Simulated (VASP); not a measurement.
Crystal: CuAu.

```xyz
2
Lattice="1.4431 0.8331 4.2562 -1.4431 0.8331 4.2562 0.0000 -1.6663 4.2562" Properties=species:S:1:pos:R:3 pbc="T T T"
Au    0.0000    0.0000    0.0000
Cu    0.0000    0.0000    6.3843
```

Base run:

```yaml
Program: VASP 6.6.1
Functional: PBE
Potentials_or_basis: VASP PAW PBE potentials, release 64 (Au, Cu)
Cutoff: 520 eV
k_mesh: 11 × 11 × 11
Occupations: fermi-dirac, width 0.05 eV
Spin: no spin polarisation
```

Its results: band gap on the k mesh zero (band 11 reaches 10.10 eV, above the bottom of band 12 at 5.91 eV); pressure -0.3 GPa.

Q: The run is repeated on the same cell with these changes: further incar settings from ALGO = Normal; EDIFF = 1e-06; NBANDS = 18 to ALGO = Fast; EDIFF = 1e-06; NBANDS = 18. What comes out?

A: Band gap on the k mesh zero (band 11 reaches 10.10 eV, above the bottom of band 12 at 5.92 eV); pressure -1.2 GPa.

Caveats: spin-orbit coupling is left out, which moves the levels of the heavy elements.
